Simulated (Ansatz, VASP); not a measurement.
**One calculation of InSe, two programs**

```
In Se
1.0
     5.59588   -1.99020   -0.30660
     5.59588    1.99020   -0.30660
    -1.77871    0.00000    5.84259
In Se
2 2
Direct
  0.87990 0.89590 0.05330
  0.10410 0.12010 0.94670
  0.67797 0.65469 0.69521
  0.34531 0.32203 0.30479
```

Change from the starting cell: mode 9 frozen in at -0.048 Å, strain +e along z and -e/2 along x and y +0.0700.

Alike in both runs: task single point; functional PBE; k mesh 8 × 8 × 6; occupations gaussian, width 0.05 eV; no spin polarisation.

|  | VASP | Ansatz |
| --- | --- | --- |
| version | VASP 6.6.1 | Ansatz 0.2.0 |
| potentials or method | VASP PAW PBE potentials, release 64 (In_d, Se), cutoff 520 eV | scalar-relativistic, plane waves, PAW |
| valence electrons in the cell | 38 | 58 |

|  | VASP | Ansatz | Ansatz less VASP |
| --- | --- | --- | --- |
| gap on the k mesh at the Fermi level (eV) | 1.28 | 1.28 | +0.007 |
| least direct gap on the mesh (eV) | 1.39 | 1.40 | +0.006 |
| pressure (GPa) | 0.7 | 0.7 | -0.03 |
| traceless stress, the component that is largest in VASP (GPa) | 1.05 | 1.04 | -0.005 |
| rms of the force components (eV/Å) | 0.204 | 0.205 | +0.0015 |

Atom by atom the forces differ by 0.008 eV/Å (rms over components). VASP's potentials hold 38 valence electrons a cell and Ansatz's 58, so a difference there can come from the potentials and not from the codes.
